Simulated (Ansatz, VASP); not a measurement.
**Two plane-wave programs on TaN**

Contents of INCAR:

```
  PREC = Accurate
  ENCUT = 700
  EDIFF = 1E-6
  ISMEAR = 0
  SIGMA = 0.15
  LREAL = False
  LASPH = True
  NELM = 120
  ALGO = Normal
  ISIF = 2
  LWAVE = False
  LCHARG = False
  GGA = PS
  NBANDS = 16
  GGA_COMPAT = False
```

The input KPOINTS:

```
regular mesh
0
Gamma
  12 12 12
```

The input POSCAR:

```
TaN
1.0
    2.9239890448      0.0000000000      0.0000000000
   -1.4619945224      2.5322487932      0.0000000000
    0.0000000000      0.0000000000      2.8707276426
Ta N
1 1
Direct
    0.2613113837      0.4822978189      0.4782692686
    0.0720219496      0.1843688477      0.0217307314
```

Input for Ansatz:

```yaml
crystal:
  lattice:
    - [2.9239890448, 0.0, 0.0]
    - [-1.4619945224, 2.5322487932, 0.0]
    - [0.0, 0.0, 2.8707276426]
  atoms:
    - { symbol: Ta, position: [0.2613113837, 0.4822978189, 0.4782692686] }
    - { symbol: "N", position: [0.0720219496, 0.1843688477, 0.0217307314] }
basis:
  ecutwfc: 420
kpoints:
  mp_grid: { grid: [12, 12, 12] }
hamiltonian:
  xc: pbesol
scf:
  occupations: { method: gaussian, width: 0.15 }
output:
  forces: true
  stress: true
  eigenvalues: true
  write_density: true
  write_potential: true
  elf: true
  volumetric_format: npy
```

Change from the starting cell: all atoms moved at random, sigma 0.25 Å a component.

Alike in both runs: task single point; functional PBEsol; k mesh 12 × 12 × 12; occupations gaussian, width 0.15 eV; no spin polarisation.

|  | VASP | Ansatz |
| --- | --- | --- |
| version | VASP 6.6.1 | Ansatz 0.2.0 |
| potentials or method | VASP PAW PBE potentials, release 64 (Ta_sv_GW, N), cutoff 700 eV | scalar-relativistic, plane waves, PAW |
| valence electrons in the cell | 18 | 18 |

Ansatz gave:

| Item | Value |
| --- | --- |
| gap on the k mesh at the Fermi level (eV) | none |
| rms of the force components (eV/Å) | 13.290 |

Task: Which values does VASP return?

Result: gap on the k mesh at the Fermi level (eV): none; rms of the force components (eV/Å): 13.599.

VASP's potentials were made for PBE, not for PBEsol. Atom by atom the forces differ by 0.322 eV/Å (rms over components). A gap of «none» marks a metal or a gap that the smearing closes. With one functional, cell and mesh, what is left measures potentials, basis and numerics.

Neither program's run includes spin-orbit coupling.
